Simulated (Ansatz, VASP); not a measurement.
**Si2O in VASP and in Ansatz**

```
CELL_PARAMETERS angstrom
-3.27166 3.35906 1.95411
3.27166 -3.35906 1.95411
3.27166 3.35906 -1.95411
ATOMIC_POSITIONS crystal
Si 0.81541 0.06765 0.92095
Si 0.81541 0.39446 0.24776
Si 0.14670 0.89446 0.07905
Si 0.14670 0.56765 0.75224
O 0.56223 0.78789 0.27434
O 0.51355 0.28789 0.72566
```

Alike in both runs: task single point; functional PBE; k mesh 6 × 6 × 6; occupations gaussian, width 0.1 eV; no spin polarisation.

```csv
,VASP,Ansatz
version,VASP 6.6.1,Ansatz 0.2.0
potentials or method,"VASP PAW PBE potentials, release 64 (Si, O), cutoff 520 eV","scalar-relativistic, plane waves, PAW"
valence electrons in the cell,28,28
```

|  | VASP | Ansatz | Ansatz less VASP |
| --- | --- | --- | --- |
| gap on the k mesh at the Fermi level (eV) | none | none | - |
| pressure (GPa) | 8.4 | 8.6 | +0.18 |
| traceless stress, the component that is largest in VASP (GPa) | 14.47 | 14.50 | +0.037 |
| rms of the force components (eV/Å) | 1.880 | 1.884 | +0.0039 |

Atom by atom the forces differ by 0.005 eV/Å (rms over components). A gap of «none» marks a metal or a gap that the smearing closes.
